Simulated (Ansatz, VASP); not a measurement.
**Two plane-wave programs on Ge2Sb2Te5**

```xyz
9
Lattice="4.2017 0.0000 0.0000 -2.1009 3.6388 0.0000 0.0000 0.0000 17.1061" Properties=species:S:1:pos:R:3 pbc="T T T"
Ge    0.0000    0.0000    5.7837
Ge    0.0000    0.0000   11.3224
Sb    0.0000    2.4259    1.9962
Sb    2.1009    1.2129   15.1099
Te    0.0000    0.0000    0.0000
Te    0.0000    2.4259   13.3608
Te    2.1009    1.2129    3.7452
Te    0.0000    2.4259    7.1962
Te    2.1009    1.2129    9.9099
```

Alike in both runs: task single point; functional PBEsol; k mesh 12 × 12 × 2; occupations gaussian, width 0.1 eV; no spin polarisation.

|  | VASP | Ansatz |
| --- | --- | --- |
| version | VASP 6.6.1 | Ansatz 0.2.0 |
| potentials or method | VASP PAW PBE potentials, release 64 (Ge_d, Sb, Te), cutoff 520 eV | scalar-relativistic, plane waves, PAW |
| valence electrons in the cell | 68 | 138 |

Ansatz gave:

```
gap on the k mesh at the Fermi level (eV) : none
pressure (GPa)                            : 0.0
rms of the force components (eV/Å)        : 0.000
```

Task: What did VASP give for the same quantities?

Result: gap on the k mesh at the Fermi level (eV): none; pressure (GPa): 0.1; rms of the force components (eV/Å): 0.012.

VASP's potentials were made for PBE, not for PBEsol. Atom by atom the forces differ by 0.012 eV/Å (rms over components). A gap of «none» marks a metal or a gap that the smearing closes. VASP's potentials hold 68 valence electrons a cell and Ansatz's 138, so a difference there can come from the potentials and not from the codes.

Neither program's run includes spin-orbit coupling.
